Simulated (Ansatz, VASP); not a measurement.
Yb: VASP beside Ansatz

INCAR

```
SYSTEM = Yb
ALGO     = Fast           ! electronic algorithm
EDIFF    = 1E-6           ! SCF threshold, eV
ENCUT    = 520            ! plane-wave cutoff, eV
GGA      = PE             ! functional
ISIF     = 2              ! what is computed and relaxed
ISMEAR   = 0              ! smearing method
LASPH    = .TRUE.         ! aspherical terms in the spheres
LCHARG   = .TRUE.         ! write CHGCAR
LELF     = .TRUE.         ! ELF
LREAL    = .FALSE.        ! projectors in reciprocal space
LVHAR    = .TRUE.       
LWAVE    = .FALSE.        ! write WAVECAR
NBANDS   = 18             ! bands
NELM     = 100            ! most SCF steps
PREC     = Accurate       ! precision mode
SIGMA    = 0.15           ! smearing width, eV
```

KPOINTS

```
k-points
0
G
  16 16 16
  0 0 0
```

POSCAR

```
Yb
1.0
    0.0000000000      2.5680696530      2.3772620778
    2.5680696530      0.0000000000      2.3772620778
    2.5680696530      2.5680696530      0.0000000000
Yb
1
Direct
    0.0000000000      0.0000000000      0.0000000000
```

Input for Ansatz:

```yaml
crystal:
  lattice:
    - [0.0, 2.568069653, 2.3772620778]
    - [2.568069653, 0.0, 2.3772620778]
    - [2.568069653, 2.568069653, 0.0]
  atoms:
    - { symbol: Yb, position: [0.0, 0.0, 0.0] }
basis:
  ecutwfc: 420
kpoints:
  mp_grid: { grid: [16, 16, 16] }
hamiltonian:
  xc: pbe
scf:
  occupations: { method: gaussian, width: 0.15 }
output:
  forces: true
  stress: true
  eigenvalues: true
```

Alike in both runs: task single point; functional PBE; k mesh 16 × 16 × 16; occupations gaussian, width 0.15 eV; no spin polarisation.

```csv
,VASP,Ansatz
version,VASP 6.6.1,Ansatz 0.2.0
potentials or method,"VASP PAW PBE potentials, release 64 (Yb), cutoff 520 eV","scalar-relativistic, plane waves, PAW"
valence electrons in the cell,24,24
```

```csv
,VASP,Ansatz,Ansatz less VASP
gap on the k mesh at the Fermi level (eV),none,none,-
pressure (GPa),2.8,2.9,+0.08
"traceless stress, the component that is largest in VASP (GPa)",-0.20,-0.20,0.000
```

A gap of «none» marks a metal or a gap that the smearing closes.

Spin-orbit coupling is off throughout.
